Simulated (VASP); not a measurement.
Write the native input for VASP 6.6.1 that does the following.

```
Task                   : single point
Functional             : PBE
Potentials or basis    : VASP PAW PBE potentials, release 64 (Mg, O, H)
Cutoff                 : 520 eV
k mesh                 : 2 × 2 × 2
Occupations            : fermi-dirac, width 0.05 eV
Spin                   : collinear spin
Starting moments       : [0.0, 0.0, 0.0, 0.0, 0.0, 0.0, 0.0, 0.0, 0.0, 0.08, 0.08, 0.08, 0.0, 0.0, 0.0, 0.08, 0.32] μB
Dipole correction      : no
Further INCAR settings : LREAL = Auto; ALGO = Normal; EDIFF = 1e-07; NBANDS = 50
```

The structure of Mg8HO8 (a cell with a defect) lies in POSCAR:

```
Mg8HO8
1.0
    0.0000000000      4.0370000000      4.0370000000
    4.0370000000      0.0000000000      4.0370000000
    4.0370000000      4.0370000000      0.0000000000
Mg O H
8 8 1
Direct
    0.0319668070     -0.0203492693     -0.0082610850
    0.0005325737      0.0000866980      0.4903022046
   -0.0243869210      0.4998637602      0.0180455784
    0.0145157295      0.4816200149      0.4979440178
    0.4970274957      0.0225414912     -0.0286846668
    0.4836140699      0.0092519197      0.4723433243
    0.5085211791      0.5075303443     -0.0002724796
    0.4761456527      0.4903889027      0.5170918999
    0.2624349765      0.2548550904      0.2322392866
    0.2806044092      0.2272727273      0.7197671538
    0.3002477087      0.7448600446      0.2207084469
    0.2716745108      0.7483155809      0.7279539262
    0.7528486500      0.2479192470      0.2360540005
    0.7707456032      0.2631657171      0.7392370572
    0.7738419619      0.7547931632      0.2252415160
    0.7449838989      0.7912558831      0.7198166956
    0.0824002973      0.6194079762      0.6438568244
```

One way to write it, as run:

INCAR

```
SYSTEM = Mg8HO8
ALGO = Normal
EDIFF = 1E-7
ENCUT = 520
GGA = PE
ISIF = 2
ISMEAR = -1
ISPIN = 2
LASPH = .True.
LCHARG = .False.
LORBIT = 11
LREAL = Auto
LWAVE = .False.
MAGMOM = 0 0 0 0 0 0 0 0 0 0.08 0.08 0.08 0 0 0 0.08 0.32
NBANDS = 50
NELM = 150
PREC = Accurate
SIGMA = 0.05
```

KPOINTS

```
k-points
0
Gamma
  2 2 2
  0 0 0
```

Potentials or basis: VASP PAW PBE potentials, release 64 (Mg, O, H).

Launch:

```console
$ cat potpaw_PBE.64/Mg/POTCAR potpaw_PBE.64/O/POTCAR potpaw_PBE.64/H/POTCAR > POTCAR
$ mpirun -np 1 vasp_std > vasp.out
```

Results of the run:

* Pressure: 45.3 GPa
* Largest force: 3.127 eV/Å
* Net moment: 0.75 μB per cell
* Site moments: Mg +0.00, +0.01 (each value once); O -0.00, +0.08, +0.04, +0.06, +0.15 (each value once); H +0.22 μB
* Valence electrons inside the program's atomic spheres: Mg 0.51, 0.52, 0.54, 0.57 (each value once); O 5.21, 5.23, 5.19, 5.18, 5.17, 5.16 (each value once); H 0.62

Caveat: the k points lie up to 0.67 Å⁻¹ apart.

It took 8.4 min on 1 thread of Intel Xeon 8259CL (shared host), peak memory 0.35 GiB.
